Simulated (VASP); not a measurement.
Write the native input for VASP 6.6.1 that does the following.

- Task: single point
- Functional: PBE
- Dispersion: D3(BJ)
- Potentials or basis: VASP PAW PBE potentials, release 64 (Sn_d, O)
- Cutoff: 520 eV
- k mesh: 7 × 7 × 1
- Occupations: gaussian, width 0.05 eV
- Spin: no spin polarisation
- Dipole correction: yes
- Further INCAR settings: ALGO = Normal; EDIFF = 1e-06; NBANDS = 50

The structure of SnO lies in POSCAR:

```
SnO
1.0
    3.8201630995      0.0000000000      0.0000000000
    0.0000000000      3.8201630995      0.0000000000
    0.0000000000      0.0000000000     22.2260821294
Sn O
4 4
Direct
    0.7500000000      0.2500000000      0.2024648327
    0.2500000000      0.7500000000      0.3087832136
    0.2500000000      1.0000000000      0.5067488278
   -0.2500000000      1.5000000000      0.6130672086
    0.2500000000      0.2500000000      0.2556240231
    0.7500000000      0.7500000000      0.2556240231
   -0.2500000000      1.0000000000      0.5599080182
    0.2500000000      1.5000000000      0.5599080182
```

This cell differs from its parent crystal: layers slid over each other.

These files were run (other wordings do the same):

INCAR

```
  PREC = Accurate
  ENCUT = 520
  EDIFF = 1E-6
  ISMEAR = 0
  SIGMA = 0.05
  LREAL = False
  LASPH = True
  NELM = 80
  ALGO = Normal
  ISIF = 2
  LWAVE = False
  LCHARG = False
  LDIPOL = True
  IDIPOL = 3
  DIPOL = 0.5 0.5 0.408
  GGA = PE
  IVDW = 12
  NBANDS = 50
```

KPOINTS

```
Automatic mesh
0
Gamma
  7 7 1
```

Potentials or basis: VASP PAW PBE potentials, release 64 (Sn_d, O).

The run is started by

```sh
$ cat potpaw_PBE.64/Sn_d/POTCAR potpaw_PBE.64/O/POTCAR > POTCAR
$ mpirun -np 1 vasp_std > vasp.out
```

It gave:

| Quantity | Value |
| --- | --- |
| Largest force | 0.114 eV/Å |
| Band gap on the k mesh | 2.57 eV (least direct gap 2.60 eV) |
| Dispersion energy per atom | -0.153 eV |

Caveat: the cell differs from its parent crystal (layers slid over each other); spin-orbit coupling is left out, which moves the levels of the heavy elements.

Run time: 9.9 min on 1 thread of AMD EPYC 7R13 (shared host), peak memory 0.42 GiB.
